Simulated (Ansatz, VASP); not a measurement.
**Two plane-wave programs on Zn3Se**

Contents of INCAR:

```
  PREC = Accurate
  ENCUT = 600
  EDIFF = 1E-6
  ISMEAR = 0
  SIGMA = 0.1
  LREAL = False
  LASPH = True
  NELM = 60
  ALGO = Normal
  ISIF = 3
  LWAVE = False
  LCHARG = False
  GGA = PE
  IBRION = 2
  NSW = 100
  EDIFFG = -0.01
```

KPOINTS

```
regular mesh
0
Gamma
  12 12 12
```

POSCAR

```
Zn3Se
1.0
   -2.7050318291      2.7050318291      2.7050318291
    2.7050318291     -2.7050318291      2.7050318291
    2.7050318291      2.7050318291     -2.7050318291
Zn Se
3 1
Direct
    0.0000000000      0.5000000000      0.5000000000
    0.5000000000      0.0000000000      0.5000000000
    0.5000000000      0.5000000000      0.0000000000
    0.0000000000      0.0000000000      0.0000000000
```

Input for Ansatz:

```yaml
crystal:
  lattice:
    - [-2.7050318291, 2.7050318291, 2.7050318291]
    - [2.7050318291, -2.7050318291, 2.7050318291]
    - [2.7050318291, 2.7050318291, -2.7050318291]
  atoms:
    - { symbol: Zn, position: [0.0, 0.5, 0.5] }
    - { symbol: Zn, position: [0.5, 0.0, 0.5] }
    - { symbol: Zn, position: [0.5, 0.5, 0.0] }
    - { symbol: Se, position: [0.0, 0.0, 0.0] }
basis:
  ecutwfc: 420
kpoints:
  mp_grid: { grid: [12, 12, 12] }
hamiltonian:
  xc: pbe
scf:
  occupations: { method: gaussian, width: 0.1 }
output:
  forces: true
  stress: true
  eigenvalues: true
relax:
  adjacent_minimum: "off"
  f_tol: 0.01
  max_steps: 80
  cell: { stress_tol: 0.05 }
```

Alike in both runs: task relaxation of cell and atoms; functional PBE; k mesh 12 × 12 × 12; occupations gaussian, width 0.1 eV; no spin polarisation.

|  | VASP | Ansatz |
| --- | --- | --- |
| version | VASP 6.6.1 | Ansatz 0.2.0 |
| potentials or method | VASP PAW PBE potentials, release 64 (Zn, Se), cutoff 600 eV | scalar-relativistic, plane waves, PAW |
| valence electrons in the cell | 42 | 52 |

Ansatz gave:

| Property | Result |
| --- | --- |
| gap on the k mesh at the Fermi level, each at its own relaxed structure (eV) | none |
| relaxed volume (Å³/atom) | 19.85 |
| relaxed length of the cell vector where the two differ most in proportion (Å) | 4.690 |

What did VASP give for the same quantities?

gap on the k mesh at the Fermi level, each at its own relaxed structure (eV): none; relaxed volume (Å³/atom): 19.89; relaxed length of the cell vector where the two differ most in proportion (Å): 4.693.

A gap of «none» marks a metal or a gap that the smearing closes. VASP's potentials hold 42 valence electrons a cell and Ansatz's 52, so a difference there can come from the potentials and not from the codes.
